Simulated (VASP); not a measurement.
The system is PbSe.

```
Pb Se
1.0
     2.70251   -2.70424    0.00000
     2.70251    2.70424    0.00000
     0.00000    0.00000    5.96844
Pb Se
2 2
Cartesian
  4.0538 0.0000 2.4614
  0.0000 0.0000 0.0000
  1.3513 0.0000 3.5071
  2.7025 0.0000 0.0000
```

- Program: VASP 6.6.1
- Task: relaxation of cell and atoms
- Functional: PBE
- Potentials or basis: VASP PAW PBE potentials, release 64 (Pb_d, Se)
- Cutoff: 600 eV
- k mesh: 4 × 4 × 4
- Occupations: gaussian, width 0.1 eV
- Spin: no spin polarisation

At the start: pressure 28.9 GPa; volume 21.81 Å³/atom.

Q: Where does the relaxation end?

A: Over 36 steps the energy falls by 873.9 meV/atom and the volume is 30.20 Å³/atom (+38.5 %); space group Cmc2_1 (No. 36, to 0.05 Å).

The path:
```csv
step,energy change (eV),largest force (eV/Å),pressure (GPa),volume (Å³)
1,0.0000,2.2986,28.88,87.24
2,-1.8638,0.8338,-5.74,146.77
3,-2.4088,0.8127,-0.28,120.44
4,-2.5162,0.7851,-0.11,120.26
5,-2.7656,0.7227,0.83,119.64
6,-2.8287,0.5796,3.68,118.15
7,-2.8814,0.5369,2.42,118.78
8,-2.9467,0.4650,1.74,120.40
9,-3.0631,0.5116,-0.01,125.37
10,-2.9879,0.7023,-2.40,135.62
11,-3.0820,0.5610,-0.87,128.53
12,-3.1050,0.5163,-0.59,127.61
13,-3.1429,0.4778,0.48,124.84
14,-3.1439,0.4811,0.77,124.20
15,-3.1713,0.4274,0.56,125.04
16,-3.2113,0.6236,0.09,127.54
17,-3.2518,0.3831,-0.29,128.80
18,-3.2733,0.2568,-0.75,130.59
19,-3.3074,0.2604,-0.04,128.31
20,-3.3220,0.3494,0.87,125.70
21,-3.3507,0.2881,0.56,126.22
22,-3.3754,0.4529,0.09,127.10
23,-3.3999,0.3798,-0.40,127.79
24,-3.4191,0.2522,-1.23,129.07
25,-3.4390,0.2186,-0.90,127.25
26,-3.4594,0.2571,0.32,122.13
27,-3.4761,0.2043,0.34,121.20
28,-3.4800,0.1683,0.44,120.47
29,-3.4840,0.1273,-0.10,121.77
30,-3.4842,0.1170,-0.22,122.11
31,-3.4866,0.1093,-0.18,121.87
32,-3.4907,0.0889,0.01,121.13
33,-3.4911,0.0843,0.08,120.83
34,-3.4931,0.0587,0.01,120.91
35,-3.4937,0.0451,-0.04,120.97
36,-3.4956,0.0385,-0.02,120.80
```

Final structure:
```cif
data_structure
_symmetry_space_group_name_H-M 'P 1'
_symmetry_Int_Tables_number 1
_cell_length_a 4.3975
_cell_length_b 4.3975
_cell_length_c 6.2468
_cell_angle_alpha 90.201
_cell_angle_beta 90.201
_cell_angle_gamma 89.900
_cell_volume 120.80
loop_
_atom_site_label
_atom_site_type_symbol
_atom_site_fract_x
_atom_site_fract_y
_atom_site_fract_z
_atom_site_occupancy
Pb1 Pb 0.61491 0.61491 0.49159 1
Pb2 Pb 0.13446 0.13446 0.98915 1
Se1 Se 0.12336 0.12336 0.51051 1
Se2 Se 0.62727 0.62727 0.00875 1
```

Caveat: the volume moved by over 15 % at a fixed basis, so the end points are rough.
